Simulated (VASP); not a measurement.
A run of VASP 6.6.1:

File INCAR:

```
SYSTEM = C
PREC     = Accurate       ! precision mode
ENCUT    = 520            ! plane-wave cutoff, eV
EDIFF    = 1E-6           ! SCF threshold, eV
ISMEAR   = 0              ! smearing method
SIGMA    = 0.03           ! smearing width, eV
LREAL    = .FALSE.        ! projectors in reciprocal space
LASPH    = .TRUE.         ! aspherical terms in the spheres
NELM     = 80             ! most SCF steps
ALGO     = Normal         ! electronic algorithm
ISIF     = 2              ! what is computed and relaxed
LWAVE    = .FALSE.        ! write WAVECAR
LCHARG   = .TRUE.         ! write CHGCAR
GGA      = PS             ! functional
IVDW     = 12             ! dispersion correction
LELF     = .TRUE.         ! ELF
LVHAR    = .TRUE.       
NBANDS   = 11             ! bands
```

File KPOINTS:

```
Automatic mesh
0
G
  16 16 16
  0 0 0
```

POSCAR

```
C
1.0
    0.0000000000      2.1088861730      3.2945337322
    1.2183718732      0.0000000000      3.2945337322
    1.2183718732      2.1088861730      0.0000000000
C
2
Direct
    0.1902029221      0.8097970779      0.1902029221
    0.8097970779      0.1902029221      0.8097970779
```

Potentials or basis: VASP PAW PBE potentials, release 64 (C).

Launch:

```sh
$ cat potpaw_PBE.64/C/POTCAR > POTCAR
$ mpirun -np 1 vasp_std > vasp.out
```

Hardware: 1 thread of Intel Xeon 8259CL, on a shared host.

Q: Estimate the wall time of this run.

A: It took 3.3 min on 1 thread of Intel Xeon 8259CL, on a shared host, peak memory 0.22 GiB. Counts: scf iterations 12, k points 621.
